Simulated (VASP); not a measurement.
# ZrGe2Pd3: single point with PBE

Crystal: ZrGe2Pd3.

```xyz
6
Lattice="3.1571 0.0000 0.0000 0.0000 3.1571 0.0000 0.0000 0.0000 9.9573" Properties=species:S:1:pos:R:3 pbc="T T T"
Zr    1.5786    1.5786    1.6220
Ge    0.0000    0.0000   -0.2817
Ge    1.5786    1.5786    5.1139
Pd    0.0000    0.0000    6.5076
Pd    0.0000    0.0000    3.5278
Pd    1.5786    1.5786    8.4037
```

```json
{
 "Program": "VASP 6.6.1",
 "Task": "single point",
 "Functional": "PBE",
 "Potentials or basis": "VASP PAW PBE potentials, release 64 (Zr_sv, Ge_d, Pd)",
 "Cutoff": "520 eV",
 "k mesh": "5 × 5 × 2",
 "Occupations": "gaussian, width 0.2 eV",
 "Spin": "no spin polarisation",
 "Dipole correction": "no",
 "Further INCAR settings": "ALGO = Normal; EDIFF = 1e-06; NBANDS = 44"
}
```

* Pressure: -0.3 GPa
* Largest force: 0.054 eV/Å
* Band gap on the k mesh: zero (band 35 reaches 9.80 eV, above the bottom of band 36 at 9.06 eV)

Forces on the atoms (eV/Å):
```
Zr   0.000  0.000  0.054
Ge   0.000  0.000  0.000
Ge   0.000  0.000  0.005
Pd   0.000  0.000  0.001
Pd   0.000  0.000 -0.024
Pd   0.000  0.000 -0.037
```

Stress tensor (GPa, compression positive):
```
-0.25  0.00  0.00
 0.00 -0.25  0.00
 0.00  0.00 -0.48
```

Levels at points of the mesh, in eV from the Fermi level:
```tsv
k point	band 33	band 34	band 35	band 36	band 37	band 38
(0.00, 0.00, 0.00)	-1.58	-0.92	-0.43	1.88	1.88	2.14
(0.00, 0.00, 0.50)	-1.63	-0.93	0.40	1.70	1.70	1.75
```

Wall time 25 s on 1 thread of Intel(R) Xeon(R) 6975P-C (Granite Rapids), on a shared host, peak memory 0.23 GiB.

Caveat: the k points lie up to 0.40 Å⁻¹ apart.
